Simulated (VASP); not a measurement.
**ZrC (wurtzite type): relaxation of cell and atoms with PBE**

ZrC (wurtzite type):

```
CELL_PARAMETERS angstrom
3.53705 0.00000 0.00000
-1.76853 3.06318 0.00000
0.00000 0.00000 5.76539
ATOMIC_POSITIONS crystal
Zr 0.33333 0.66667 0.00000
Zr 0.66667 0.33333 0.50000
C 0.33333 0.66667 0.37600
C 0.66667 0.33333 0.87600
```

| Quantity | Value |
| --- | --- |
| Program | VASP 6.6.1 |
| Task | relaxation of cell and atoms |
| Functional | PBE |
| Potentials or basis | VASP PAW PBE potentials, release 64 (Zr_sv, C) |
| Cutoff | 600 eV |
| k mesh | 13 × 13 × 7 |
| Occupations | fermi-dirac, width 0.05 eV |
| Spin | no spin polarisation |
| Dipole correction | no |
| Further INCAR settings | ALGO = Normal; EDIFF = 1e-06; IBRION = 2; EDIFFG = -0.005; NSW = 100; ISIF = 3 |

The relaxed volume is 15.44 Å³/atom. The relaxed cell is a = 3.889 Å, b = 3.889 Å, c = 4.716 Å, α = 90.00°, β = 90.00°, γ = 120.00°. The space group after relaxing (to 0.05 Å) is P6_3mc (No. 186) and the energy gained by relaxing is 253.1 meV/atom. The ionic steps are 42, the pressure after relaxing is 0.0 GPa and the band gap on the k mesh is zero (band 16 reaches 8.51 eV, above the bottom of band 17 at 7.24 eV).

Step by step:
```tsv
step	energy change (eV)	largest force (eV/Å)	pressure (GPa)	volume (Å³)
1	0.0000	0.3463	7.60	62.47
3	-0.1131	0.4006	-1.98	66.22
5	-0.4199	1.1464	-1.07	64.71
7	-0.4708	2.0671	1.10	63.63
9	-0.5081	2.5439	4.33	62.37
11	-0.5657	2.2715	4.35	62.25
13	-0.5704	2.1222	4.65	62.17
15	-0.6912	1.7245	2.72	62.43
17	-0.9523	0.4479	-3.82	63.59
19	-0.9611	0.2524	-4.93	63.86
21	-0.9990	0.1792	-0.93	62.19
23	-1.0024	0.1485	0.34	61.70
25	-1.0105	0.0742	0.29	61.71
27	-1.0114	0.0476	0.29	61.71
29	-1.0122	0.0169	-0.28	61.88
31	-1.0124	0.0090	0.03	61.77
33	-1.0124	0.0093	-0.01	61.77
35	-1.0124	0.0098	0.09	61.75
37	-1.0124	0.0066	0.02	61.78
39	-1.0124	0.0062	-0.02	61.79
41	-1.0124	0.0008	-0.07	61.80
42	-1.0125	0.0005	-0.01	61.77
```

Final structure:
```
CELL_PARAMETERS angstrom
3.88912 0.00000 0.00000
-1.94456 3.36808 0.00000
0.00000 0.00000 4.71600
ATOMIC_POSITIONS crystal
Zr 0.33333 0.66667 0.94224
Zr 0.66667 0.33333 0.44224
C 0.33333 0.66667 0.43376
C 0.66667 0.33333 0.93376
```

Levels at points of the mesh, in eV from the Fermi level:
```
           k point  band 12  band 13  band 14  band 15  band 16  band 17  band 18  band 19  band 20
(0.00, 0.00, 0.00)    -2.59    -2.36    -2.36    -1.40     1.11     1.11     1.19     2.37     4.22
```

Wall time 45 min on 1 thread of Intel(R) Xeon(R) Platinum 8375C CPU @ 2.90GHz (Ice Lake), on a shared host, peak memory 0.29 GiB.
